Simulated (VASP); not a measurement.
Input of a VASP 6.6.1 run:

INCAR

```
SYSTEM = GaSb
PREC = Accurate
ENCUT = 600
EDIFF = 1E-6
ISMEAR = -1
SIGMA = 0.1
LREAL = .False.
LASPH = .True.
NELM = 80
ALGO = Normal
ISIF = 3
LWAVE = .False.
LCHARG = .False.
GGA = PS
IBRION = 2
NSW = 100
EDIFFG = -0.002
PSTRESS = 20.0
```

KPOINTS

```
Automatic mesh
0
Gamma
  14 14 14
  0 0 0
```

File POSCAR:

```
GaSb
1.0
    0.0000000000      3.0558091531      3.0558091531
    3.0558091531      0.0000000000      3.0558091531
    3.0558091531      3.0558091531      0.0000000000
Ga Sb
1 1
Direct
    0.0000000000      0.0000000000      0.0000000000
    0.7500000000      0.7500000000      0.7500000000
```

Potentials or basis: VASP PAW PBE potentials, release 64 (Ga_d, Sb).

Command:

```console
$ cat potpaw_PBE.64/Ga_d/POTCAR potpaw_PBE.64/Sb/POTCAR > POTCAR
$ mpirun -np 1 vasp_std > vasp.out
```

**Question.** Estimate the relaxed cell.

**Answer.** a = 4.273 Å, b = 4.273 Å, c = 4.273 Å, α = 60.00°, β = 60.00°, γ = 60.00°.

**Question.** Estimate the relaxed volume.

**Answer.** 27.58 Å³/atom.

**Question.** Predict the band gap on the k mesh.

**Answer.** 0.26 eV.

**Question.** Estimate the space group after relaxing (to 0.1 Å).

**Answer.** F-43m (No. 216).

The path:
```
step  energy change (eV)  largest force (eV/Å)  pressure (GPa)  volume (Å³)
   1              0.0000                0.0000            0.07        57.07
   2              0.0257                0.0000            2.96        54.28
   3              0.0120                0.0000            2.01        55.16
```

Caveat: the cell is relaxed towards a set pressure, so the run minimises the enthalpy, not the energy; the PAW data sets were made with another functional, which shifts forces and pressure a little; spin-orbit coupling is left out, which moves the levels of the heavy elements. A k mesh can miss the band edges.
